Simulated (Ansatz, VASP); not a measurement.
**Os in VASP and in Ansatz**

```
CELL_PARAMETERS angstrom
0.00000 2.71402 2.71402
2.71402 0.00000 2.71402
2.71402 2.71402 0.00000
ATOMIC_POSITIONS crystal
Os 0.12500 0.12500 0.12500
Os 0.87500 0.87500 0.87500
```

Alike in both runs: task single point; functional PBEsol; k mesh 11 × 11 × 11; occupations fermi-dirac, width 0.1 eV; no spin polarisation.

```csv
,VASP,Ansatz
version,VASP 6.6.1,Ansatz 0.2.0
potentials or method,"VASP PAW PBE potentials, release 64 (Os), cutoff 520 eV","plane waves (420 eV) with PAW, scalar-relativistic"
valence electrons in the cell,16,32
```

```csv
,VASP,Ansatz,Ansatz less VASP
pressure (GPa),8.7,9.9,+1.22
```

VASP's potentials were made for PBE, not for PBEsol, and Ansatz warns of the same on its side. VASP's potentials hold 16 valence electrons a cell and Ansatz's 32, so a difference there can come from the potentials and not from the codes.

Neither program's run includes spin-orbit coupling.
